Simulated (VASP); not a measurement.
Here is a VASP 6.6.1 calculation.

File POSCAR:

```
CdSe
1.0
    4.2122202675      0.0000000000      0.0000000000
   -2.1061101337      3.6478897580      0.0000000000
    0.0000000000      0.0000000000      6.8766944832
Cd Se
2 2
Direct
    0.6666666667      0.3333333333      0.5000000000
    0.3333333333      0.6666666667      0.0000000000
    0.6666666667      0.3333333333      0.8850000000
    0.3333333333      0.6666666667      0.3850000000
```

INCAR.step1

```
PREC = Accurate
ENCUT = 520
ISMEAR = -1
SIGMA = 0.05
LREAL = F
LASPH = T
NELM = 60
NBANDS = 26
GGA = PE
ALGO = Normal
EDIFF = 1E-4
LWAVE = T
LCHARG = F
```

The input INCAR.step2:

```
PREC = Accurate
ENCUT = 520
EDIFF = 1E-7
ISMEAR = -1
SIGMA = 0.05
LREAL = F
LASPH = T
NELM = 60
ALGO = Normal
ISIF = 2
LWAVE = F
LCHARG = F
METAGGA = R2SCAN
LMIXTAU = T
NBANDS = 26
ISTART = 1
```

KPOINTS

```
Automatic mesh
0
Gamma
  7 7 4
```

Potentials or basis: VASP PAW PBE potentials, release 64 (Cd, Se).

The run is started by

```bash
$ cat potpaw_PBE.64/Cd/POTCAR potpaw_PBE.64/Se/POTCAR > POTCAR
$ cp INCAR.step1 INCAR
$ mpirun -np 1 vasp_std > vasp.out
$ cp INCAR.step2 INCAR
$ mpirun -np 1 vasp_std > vasp.out
```

Task: Predict the band gap on the k mesh.

Result: 1.33 eV, direct.

Task: What does it give for the pressure?

Result: 6.1 GPa.

Stress tensor (GPa, compression positive):
```
7.07 0.00 0.00
0.00 7.07 0.00
0.00 0.00 4.08
```

Caveat: the PAW data sets were made with another functional, which shifts forces and pressure a little. r2SCAN opens gaps a little over a GGA but as a rule still falls short of measured ones.
